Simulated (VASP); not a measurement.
Set up this calculation in VASP 6.6.1, as the native input.

* Task: electric field gradients
* Functional: LDA
* Potentials or basis: VASP PAW LDA potentials, release 64 (Mg, B)
* Cutoff: 520 eV
* k mesh: 15 × 15 × 12
* Occupations: fermi-dirac, width 0.05 eV
* Spin: no spin polarisation
* Dipole correction: no
* Further INCAR settings: ALGO = Normal; EDIFF = 1e-08; NBANDS = 11

The structure of MgB2 lies in POSCAR:

```
MgB2
1.0
    3.0850007055      0.0000000000      0.0000000000
   -1.5425003528      2.6716889817      0.0000000000
    0.0000000000      0.0000000000      3.5582300000
Mg B
1 2
Direct
    0.0000000000      0.0000000000      0.0000000000
    0.3333333333      0.6666666667      0.5000000000
    0.6666666667      0.3333333333      0.5000000000
```

This cell differs from its parent crystal: zz strain of +1 %.

The input as run:

INCAR

```
SYSTEM = MgB2
  ALGO = Normal
  EDIFF = 1E-8
  ENCUT = 520
  GGA = CA
  ISIF = 2
  ISMEAR = -1
  LASPH = .TRUE.
  LCHARG = .FALSE.
  LEFG = .TRUE.
  LREAL = .FALSE.
  LWAVE = .FALSE.
  NBANDS = 11
  NELM = 100
  PREC = Accurate
  SIGMA = 0.05
```

KPOINTS

```
k-points
0
G
  15 15 12
  0 0 0
```

Potentials or basis: VASP PAW LDA potentials, release 64 (Mg, B).

Command:

```sh
$ cat potpaw_LDA.64/Mg/POTCAR potpaw_LDA.64/B/POTCAR > POTCAR
$ mpirun -np 1 vasp_std > vasp.out
```

Results of the run:

```json
{
  "Pressure": "-9.1 GPa",
  "Band gap on the k mesh": "zero (band 4 reaches 6.88 eV, above the bottom of band 5 at 3.18 eV)"
}
```

Caveat: the cell differs from its parent crystal (zz strain of +1 %); without QUAD_EFG the Cq values of the log hold for a quadrupole moment of 1 mb, not for the nuclei.

It took 42 s on 1 thread of AMD EPYC 7R43 64-Core Processor (Zen 3), with other jobs on the host, peak memory 0.15 GiB.
